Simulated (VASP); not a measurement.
# MgO (Periclase) (Fm-3m) in VASP: notebook

Aim: see how the results for MgO (Periclase) move with the level of theory and the settings. Levels: PBE+D4, revPBE+D3(BJ), PBEsol. Tasks: relaxation of cell and atoms.

Program: VASP 6.6.1. These are calculated values, not measurements. Logs are shortened: lines on timing, memory, paths and dates and some standing lists are left out, and cuts for length are marked.

## (1) The cell of the first run

Symmetry: Fm-3m, No. 225, cubic system. Conventional cell: a = 4.217 Å, b = 4.217 Å, c = 4.217 Å, α = 90.00°, β = 90.00°, γ = 90.00°. Mg (site symmetry m-3m) has 6 O at 2.11 Å within 2.8 Å. Within 2.8 Å of O (site symmetry m-3m) lie 6 Mg at 2.11 Å.

## (2) Relaxation of cell and atoms, PBE+D4

INCAR

```
ALGO = Normal ; EDIFF = 1E-6
EDIFFG = -0.02 ; ENCUT = 600
GGA = PE ; IBRION = 2
ISIF = 3 ; ISMEAR = 1
IVDW = 13 ; LASPH = T
LCHARG = F ; LREAL = F
LWAVE = F ; NELM = 80
NSW = 80 ; PREC = Accurate
SIGMA = 0.05
```

KPOINTS

```
k-points
0
Gamma
  8 8 8
```

POSCAR

```
MgO
1.0
    2.9818690000      0.0000000000      0.0000000000
    1.4909345000      2.5823743048      0.0000000000
    1.4909345000      0.8607914349      2.4346858433
Mg O
1 1
Direct
    0.0000000000      0.0000000000      0.0000000000
    0.5000000000      0.5000000000      0.5000000000
```

Potentials or basis: VASP PAW PBE potentials, release 64 (Mg, O).

On the command line:

```
cat potpaw_PBE.64/Mg/POTCAR potpaw_PBE.64/O/POTCAR > POTCAR
mpirun -np 1 vasp_std > vasp.out
```

OUTCAR:

```text
EDIFF = 1E-6
   EDIFFG = -0.02
   ENCUT = 600
   GGA = PE
   IBRION = 2
   ISIF = 3
   ISMEAR = 1
   IVDW = 13
   LASPH = T
   LREAL = F
   NELM = 80
   NSW = 80
   PREC = Accurate

 ion  position               nearest neighbor table
   1  0.000  0.000  0.000-   2 2.11   2 2.11   2 2.11   2 2.11   2 2.11   2 2.11
   2  0.500  0.500  0.500-   1 2.11   1 2.11   1 2.11   1 2.11   1 2.11   1 2.11

  LATTYP: Found a face centered cubic cell.
 ALAT       =     4.2169995811

  Lattice vectors:

 A1 = (   2.9818690000,   0.0000000000,   0.0000000000)
 A2 = (   1.4909345000,   2.5823743048,   0.0000000000)
 A3 = (   1.4909345000,   0.8607914349,   2.4346858433)

Analysis of symmetry for initial positions (statically):
=====================================================================
 Subroutine PRICEL returns:
 Original cell was already a primitive cell.

 Routine SETGRP: Setting up the symmetry group for a
 face centered cubic supercell.

 Subroutine GETGRP returns: Found 48 space group operations
 (whereof 48 operations were pure point group operations)
 out of a pool of 48 trial point group operations.

The static configuration has the point symmetry O_h .

Analysis of symmetry for dynamics (positions and initial velocities):
=====================================================================
 Subroutine PRICEL returns:
 Original cell was already a primitive cell.

 Routine SETGRP: Setting up the symmetry group for a
 face centered cubic supercell.

 Subroutine GETGRP returns: Found 48 space group operations
 (whereof 48 operations were pure point group operations)
 out of a pool of 48 trial point group operations.

The dynamic configuration has the point symmetry O_h .

 Subroutine INISYM returns: Found 48 space group operations
 (whereof 48 operations are pure point group operations),
 and found     1 'primitive' translations

----------------------------------------------------------------------------------------

                                     Primitive cell

  volume of cell :      18.7478

  direct lattice vectors                    reciprocal lattice vectors
     2.981869000  0.000000000  0.000000000     0.335360138 -0.193620266 -0.136910203
     1.490934500  2.582374305  0.000000000     0.000000000  0.387240532 -0.136910203
     1.490934500  0.860791435  2.434685843     0.000000000  0.000000000  0.410730609

  length of vectors
     2.981869000  2.981869000  2.981869000     0.410730609  0.410730609  0.410730609

  position of ions in fractional coordinates (direct lattice)
     0.000000000  0.000000000  0.000000000
     0.500000000  0.500000000  0.500000000

  ion indices of the primitive-cell ions
   primitive index   ion index
                 1           1
                 2           2

----------------------------------------------------------------------------------------

 KPOINTS: k-points

Automatic generation of k-mesh.
 Grid dimensions read from file:
 generate k-points for:    8    8    8

 Generating k-lattice:

  Cartesian coordinates                     Fractional coordinates (reciprocal lattice)
     0.041920017 -0.024202533 -0.017113775     0.125000000  0.000000000 -0.000000000
     0.000000000  0.048405067 -0.017113775     0.000000000  0.125000000 -0.000000000
     0.000000000  0.000000000  0.051341326     0.000000000  0.000000000  0.125000000

  Length of vectors
     0.051341326  0.051341326  0.051341326

  Shift w.r.t. Gamma in fractional coordinates (k-lattice)
     0.000000000  0.000000000  0.000000000

 Subroutine IBZKPT returns following result:
 ===========================================

 Found     29 irreducible k-points:

 Following reciprocal coordinates:
            Coordinates               Weight
  0.000000  0.000000  0.000000      1.000000
  0.125000 -0.000000 -0.000000      8.000000
  0.250000 -0.000000 -0.000000      8.000000
  0.375000  0.000000  0.000000      8.000000
  0.500000 -0.000000 -0.000000      4.000000
  0.125000  0.125000  0.000000      6.000000
[... 16 lines left out ...]
  0.500000  0.250000  0.125000     48.000000
 -0.375000  0.250000  0.125000     24.000000
 [... further k-points ...]
   k-points           NKPTS =     29   k-points in BZ     NKDIM =     29   number of bands    NBANDS=      8
   number of dos      NEDOS =    301   number of ions     NIONS =      2
   total plane-waves  NPLWV =  13824
   dimension x,y,z NGX =    24 NGY =   24 NGZ =   24
   dimension x,y,z NGXF=    48 NGYF=   48 NGZF=   48
   ions per type =               1   1
   NGX,Y,Z   is equivalent  to a cutoff of  13.38, 13.38, 13.38 a.u.
   NGXF,Y,Z  is equivalent  to a cutoff of  26.76, 26.76, 26.76 a.u.
 SYSTEM =  unknown system
   PREC   = accura    normal or accurate (medium, high low for compatibility)
   ISTART =      0    job   : 0-new  1-cont  2-samecut
   ICHARG =      2    charge: 1-file 2-atom 10-const
   ISPIN  =      1    spin polarized calculation?
   LNONCOLLINEAR =      F non collinear calculations
   LSORBIT =      F    spin-orbit coupling
   LASPH  =      T    aspherical Exc in radial PAW
   ENCUT  =  600.0 eV  44.10 Ry    6.64 a.u.   5.96  5.96  5.96*2*pi/ulx,y,z
   NELM   =     80;   NELMIN=  2; NELMDL= -5     # of ELM steps
   EDIFF  = 0.1E-05   stopping-criterion for ELM
   LREAL  =      F    real-space projection
   EDIFFG = -.2E-01   stopping-criterion for IOM
   NSW    =     80    number of steps for IOM
   IBRION =      2    ionic relax: 0-MD 1-quasi-New 2-CG
   NFREE  =      1    steps in history (QN), initial steepest desc. (CG)
   ISIF   =      3    stress and relaxation
   ISYM   =      2    0-nonsym 1-usesym 2-fastsym
   POTIM  = 0.5000    time-step for ionic-motion
   TEBEG  =    0.0;   TEEND  =   0.0 temperature during run
   PSTRESS=    0.0 pullay stress
   NELECT =       8.0000    total number of electrons
   NUPDOWN=      -1.0000    fix difference up-down
   EMIN   =  10.00;   EMAX   =-10.00  energy-range for DOS
   EFERMI =   0.00;   METHOD = LEGACY
   ISMEAR =     1;   SIGMA  =   0.05  broadening in eV -4-tet -1-fermi 0-gaus
   EFERMI_NEDOS =   21; number of points for ismear=-14 and -15
   IALGO  =     38    algorithm
   IMIX   =      4    mixing-type and parameters
     AMIX     =   0.40;   BMIX     =  1.00
     AMIX_MAG =   1.60;   BMIX_MAG =  1.00
  volume/ion in A,a.u.               =       9.37        63.26
  Fermi-wavevector in a.u.,A,eV,Ry     =   1.232503  2.329093 20.668111  1.519063
  Thomas-Fermi vector in A             =   2.367270
   LORBIT       =      0    0 simple, 1 ext, 2 COOP (PROOUT), +10 PAW based schemes
   GGA     = PE    functional components
   LHFCALC =     F    Hartree Fock is set to
   AEXX    =    0.0000 exact exchange contribution
   IVDW    =    13    specifies the selected vdW correction
   LEPSILON=     F    determine dielectric tensor
   LRPA    =     F    only Hartree local field effects (RPA)
 conjugate gradient relaxation of ions
 non-spin polarized calculation
 Methfessel and Paxton  Order N= 1 SIGMA  =   0.05
  energy-cutoff  :      600.00
  volume of cell :       18.75
 maximum number of plane-waves:       638
   NGX = 11   NGY = 11   NGZ = 11

 number of electron       8.0000005 magnetization

 Free energy of the ion-electron system (eV)
  ---------------------------------------------------
  ext. energy  EPLUGINS =         0.00000000
  ---------------------------------------------------
  free energy    TOTEN  =       -11.91053602 eV

  energy without entropy =      -11.91055420  energy(sigma->0) =      -11.91054208

 E-fermi :   3.2008     XC(G=0): -11.0618

 val. band max:        3.1588757836   @ k =   0.0000   0.0000   0.0000
 cond. band min:       7.8520989183   @ k =   0.0000   0.0000   0.0000
 fundamental gap:      4.6932231347
 Fermi energy:         3.2007616958

 k-point     1 :       0.0000    0.0000    0.0000
  band No.  band energies     occupation
      1     -14.0857      2.00000
      2       3.1589      1.99817
      3       3.1589      1.99816
      4       3.1589      1.99816
      5       7.8521      0.00000
      6      18.9409      0.00000
      7      18.9409      0.00000
      8      18.9409      0.00000

 k-point     2 :       0.1250   -0.0000   -0.0000
  band No.  band energies     occupation
      1     -13.9237      2.00000
      2       2.2060      2.00000
      3       3.0564      2.00035
      4       3.0564      2.00035
      5       8.7667      0.00000
      6      17.2623      0.00000
      7      19.2976      0.00000
      8      19.2976      0.00000

 k-point     3 :       0.2500   -0.0000   -0.0000
  band No.  band energies     occupation
      1     -13.5026      2.00000
      2       0.5070      2.00000
      3       2.8204      2.00000
      4       2.8204      2.00000
      5      10.2153      0.00000
      6      15.7124      0.00000
      7      19.7846      0.00000
      8      19.7846      0.00000

 k-point     4 :       0.3750    0.0000    0.0000
  band No.  band energies     occupation
      1     -13.0281      2.00000
      2      -0.8947      2.00000
      3       2.5983      2.00000
      4       2.5983      2.00000
      5      10.9358      0.00000
      6      15.5033      0.00000
      7      19.6053      0.00000
      8      19.6053      0.00000

 k-point     5 :       0.5000   -0.0000   -0.0000
  band No.  band energies     occupation
      1     -12.8113      2.00000
      2      -1.4420      2.00000
      3       2.5098      2.00000
      4       2.5098      2.00000
      5      11.0345      0.00000
      6      15.7244      0.00000
      7      19.4353      0.00000
      8      19.4353      0.00000

 k-point     6 :       0.1250    0.1250    0.0000
  band No.  band energies     occupation
      1     -13.8720      2.00000
      2       2.1264      2.00000
      3       2.9278      2.00000
      4       2.9278      2.00000
      5       9.0631      0.00000
      6      16.7608      0.00000
      7      19.4525      0.00000
      8      19.4525      0.00000

 k-point     7 :       0.2500    0.1250    0.0000
  band No.  band energies     occupation
      1     -13.5430      2.00000
      2       0.9003      2.00000
      3       2.6757      2.00000
      4       2.6808      2.00000
      5      10.3593      0.00000
      6      15.4206      0.00000
      7      19.4957      0.00000
      8      19.9606      0.00000
[... 133 lines left out ...]
 k-point    20 :      -0.3750    0.3750   -0.0000
  band No.  band energies     occupation
      1     -12.5381      2.00000
      2      -0.3219      2.00000
      3       0.4600      2.00000
      4       2.0202      2.00000
      5      13.2334      0.00000
      6      14.8933      0.00000
      7      15.6571      0.00000
      8      21.2321      0.00000

 k-point    21 :       0.5000    0.5000    0.0000
  band No.  band energies     occupation
      1     -12.5542      2.00000
      2      -0.9105      2.00000
      3       1.8156      2.00000
      4       1.8156      2.00000
      5      12.2761      0.00000
      6      13.0918      0.00000
      7      16.2200      0.00000
      8      22.0776      0.00000

 k-point    22 :       0.3750    0.2500    0.1250
  band No.  band energies     occupation
      1     -13.2010      2.00000
      2       0.1520      2.00000
      3       2.0123      2.00000
      4       2.5473      2.00000
      5      11.6168      0.00000
      6      14.6330      0.00000
      7      18.2015      0.00000
      8      20.6650      0.00000

 k-point    23 :       0.5000    0.2500    0.1250
  band No.  band energies     occupation
      1     -12.8274      2.00000
      2      -0.5350      2.00000
      3       1.4395      2.00000
      4       2.2962      2.00000
      5      12.6246      0.00000
      6      14.7888      0.00000
      7      17.0419      0.00000
      8      20.2611      0.00000

 k-point    24 :      -0.3750    0.2500    0.1250
  band No.  band energies     occupation
      1     -12.6614      2.00000
      2      -0.8270      2.00000
      3       1.2326      2.00000
      4       2.1772      2.00000
      5      12.8069      0.00000
      6      15.3240      0.00000
      7      16.6134      0.00000
      8      20.0151      0.00000

 [... further k-points ...]

------------------------ aborting loop because EDIFF is reached ----------------------------------------

  DFT-D4 for vdW energy calculation

  Edisp (eV):   -0.33016

  FORCE on cell =-STRESS in cart. coord.  units (eV):
  Direction    XX          YY          ZZ          XY          YZ          ZX
  --------------------------------------------------------------------------------------
  -------------------------------------------------------------------------------------
  Total      -0.00437    -0.00437    -0.00437     0.00000     0.00000    -0.00000
  in kB      -0.37350    -0.37350    -0.37350     0.00000     0.00000    -0.00000
  external pressure =       -0.37 kB  Pullay stress =        0.00 kB

 VOLUME and BASIS-vectors are now :
 -----------------------------------------------------------------------------
  energy-cutoff  :      600.00
  volume of cell :       18.75
      direct lattice vectors                 reciprocal lattice vectors
     2.981869000  0.000000000  0.000000000     0.335360138 -0.193620266 -0.136910203
     1.490934500  2.582374305  0.000000000     0.000000000  0.387240532 -0.136910203
     1.490934500  0.860791435  2.434685843     0.000000000  0.000000000  0.410730609

 POSITION                                       TOTAL-FORCE (eV/Angst)
 -----------------------------------------------------------------------------------
      0.00000      0.00000      0.00000        -0.000000      0.000000      0.000000
      2.98187      1.72158      1.21734         0.000000     -0.000000      0.000000
 -----------------------------------------------------------------------------------
    total drift:                               -0.000000      0.000000     -0.000000

  FREE ENERGIE OF THE ION-ELECTRON SYSTEM (eV)
  ---------------------------------------------------
  free  energy   TOTEN  =       -12.2407004174 eV

  energy  without entropy=      -12.2407186023  energy(sigma->0) =      -12.24070648

 reached required accuracy - stopping structural energy minimisation
```

Run time: 3.2 s. Hardware: 1 thread of Intel Xeon 6975P-C (Granite Rapids), shared host; peak memory 0.14 GiB.

What came out:

```
Free energy                : -12.2407 eV
Pressure after relaxing    : 0.0 GPa
Band gap on the k mesh     : 4.69 eV, direct
Dispersion energy per atom : -0.165 eV
```

Final structure:
```cif
data_structure
_symmetry_space_group_name_H-M 'P 1'
_symmetry_Int_Tables_number 1
_cell_length_a 2.9819
_cell_length_b 2.9819
_cell_length_c 2.9819
_cell_angle_alpha 60.000
_cell_angle_beta 60.000
_cell_angle_gamma 60.000
_cell_volume 18.75
loop_
_atom_site_label
_atom_site_type_symbol
_atom_site_fract_x
_atom_site_fract_y
_atom_site_fract_z
_atom_site_occupancy
Mg1 Mg 0.00000 0.00000 0.00000 1
O1 O 0.50000 0.50000 0.50000 1
```

Levels at points of the mesh, in eV from the valence-band top:
| k point | band 1 | band 2 | band 3 | band 4 | band 5 | band 6 | band 7 | band 8 |
| --- | --- | --- | --- | --- | --- | --- | --- | --- |
| (0.00, 0.00, 0.00) | -17.24 | 0.00 | 0.00 | 0.00 | 4.69 | 15.78 | 15.78 | 15.78 |
| (0.50, 0.00, 0.00) | -15.97 | -4.60 | -0.65 | -0.65 | 7.88 | 12.57 | 16.28 | 16.28 |
| (0.50, 0.50, 0.00) | -15.71 | -4.07 | -1.34 | -1.34 | 9.12 | 9.93 | 13.06 | 18.92 |

Caveat: the relaxation stopped at its first step, so nothing moved. A hybrid or GW would open this gap; PBE tends to underestimate it.

## (3) Relaxation of cell and atoms, revPBE+D3(BJ)

INCAR

```
ALGO     = Normal         # electronic algorithm
EDIFF    = 1E-7           # SCF threshold, eV
EDIFFG   = -0.02          # ionic threshold
ENCUT    = 600            # plane-wave cutoff, eV
GGA      = RE             # functional
IBRION   = 2              # ionic algorithm
ISIF     = 3              # what is computed and relaxed
ISMEAR   = 1              # smearing method
IVDW     = 12             # dispersion correction
LASPH    = T              # aspherical terms in the spheres
LCHARG   = F              # write CHGCAR
LREAL    = F              # projectors in reciprocal space
LWAVE    = F              # write WAVECAR
NELM     = 80             # most SCF steps
NSW      = 80             # ionic steps
PREC     = Accurate       # precision mode
SIGMA    = 0.05           # smearing width, eV
```

KPOINTS is that of step 2.

POSCAR is that of step 2.

Potentials or basis: VASP PAW PBE potentials, release 64 (Mg, O).

On the command line:

```
cat potpaw_PBE.64/Mg/POTCAR potpaw_PBE.64/O/POTCAR > POTCAR
mpirun -np 1 vasp_std > vasp.out
```

Run time: 5.9 s. Hardware: 1 thread of Intel Xeon 6975P-C (Granite Rapids), shared host; peak memory 0.15 GiB.

The run converged. Its results:

```yaml
Free_energy: -12.4565 eV
Relaxed_volume: 9.17 Å³/atom
Relaxed_cell: a = 2.960 Å, b = 2.960 Å, c = 2.960 Å, α = 60.00°, β = 60.00°, γ = 60.00°
Space_group_after_relaxing_to_0.05_Å: Fm-3m (No. 225)
Energy_gained_by_relaxing: 2.2 meV/atom
Ionic_steps: 3
Pressure_after_relaxing: 0.0 GPa
Band_gap_on_the_k_mesh: 4.99 eV, direct
Dispersion_energy_per_atom: -0.583 eV
```

The path:
| step | energy change (eV) | largest force (eV/Å) | pressure (GPa) | volume (Å³) |
| --- | --- | --- | --- | --- |
| 1 | 0.0000 | 0.0000 | -3.39 | 18.75 |
| 2 | -0.0039 | 0.0000 | 1.17 | 18.21 |
| 3 | -0.0044 | 0.0000 | 0.01 | 18.34 |

Final structure:
```xyz
2
Lattice="2.9603 0.0000 0.0000 1.4801 2.5637 0.0000 1.4801 0.8546 2.4170" Properties=species:S:1:pos:R:3 pbc="T T T"
Mg    0.0000    0.0000    0.0000
O     2.9603    1.7091    1.2085
```

Levels at points of the mesh, in eV from the valence-band top:
```csv
k point,band 1,band 2,band 3,band 4,band 5,band 6,band 7,band 8
"(0.00, 0.00, 0.00)",-17.41,0.00,0.00,0.00,4.99,16.01,16.01,16.01
"(0.50, 0.00, 0.00)",-16.10,-4.66,-0.67,-0.67,8.09,12.92,16.62,16.62
"(0.50, 0.50, 0.00)",-15.84,-4.14,-1.37,-1.37,9.23,10.32,13.39,19.40
```

Caveat: the PAW data sets were made with another functional, which shifts forces and pressure a little.

## (4) Relaxation of cell and atoms, PBEsol

INCAR

```
SYSTEM = MgO
ALGO = Normal
EDIFF = 1E-6
EDIFFG = -0.02
ENCUT = 600
GGA = PS
IBRION = 2
ISIF = 3
ISMEAR = 1
LASPH = .TRUE.
LCHARG = .FALSE.
LREAL = .FALSE.
LWAVE = .FALSE.
NELM = 60
NSW = 80
PREC = Accurate
SIGMA = 0.05
```

KPOINTS

```
k-points
0
G
  8 8 8
  0 0 0
```

POSCAR is that of step 3.

On the command line:

```
cat potpaw_PBE.64/Mg/POTCAR potpaw_PBE.64/O/POTCAR > POTCAR
mpirun -np 1 vasp_std > vasp.out
```

It took 4.8 s on 1 thread of Intel Xeon 6975P-C (Granite Rapids), shared host; peak memory 0.14 GiB.

Results (log left out):

```yaml
Free_energy: -12.5157 eV
Relaxed_volume: 9.31 Å³/atom
Relaxed_cell: a = 2.975 Å, b = 2.975 Å, c = 2.975 Å, α = 60.00°, β = 60.00°, γ = 60.00°
Space_group_after_relaxing_to_0.05_Å: Fm-3m (No. 225)
Energy_gained_by_relaxing: 0.2 meV/atom
Ionic_steps: 3
Pressure_after_relaxing: 0.0 GPa
Band_gap_on_the_k_mesh: 4.66 eV, direct
```

The path:
```csv
step,energy change (eV),largest force (eV/Å),pressure (GPa),volume (Å³)
1,0.0000,0.0000,-1.05,18.75
2,-0.0003,0.0000,0.38,18.58
3,-0.0004,0.0000,0.00,18.63
```

Final structure:
```
Mg O
1.0
     2.97538    0.00000    0.00000
     1.48769    2.57676    0.00000
     1.48769    0.85892    2.42939
Mg O
1 1
Direct
  0.00000 0.00000 0.00000
  0.50000 0.50000 0.50000
```

Levels at points of the mesh, in eV from the valence-band top:
```csv
k point,band 1,band 2,band 3,band 4,band 5,band 6,band 7,band 8
"(0.00, 0.00, 0.00)",-17.22,0.00,0.00,0.00,4.66,15.65,15.65,15.65
"(0.50, 0.00, 0.00)",-15.90,-4.69,-0.67,-0.67,7.77,12.54,16.21,16.21
"(0.50, 0.50, 0.00)",-15.63,-4.16,-1.37,-1.37,8.93,9.91,13.00,18.89
```

Caveat: the PAW data sets were made with another functional, which shifts forces and pressure a little. As with any semilocal functional, this PBEsol gap is likely too small.

[end of part 1 of 2]
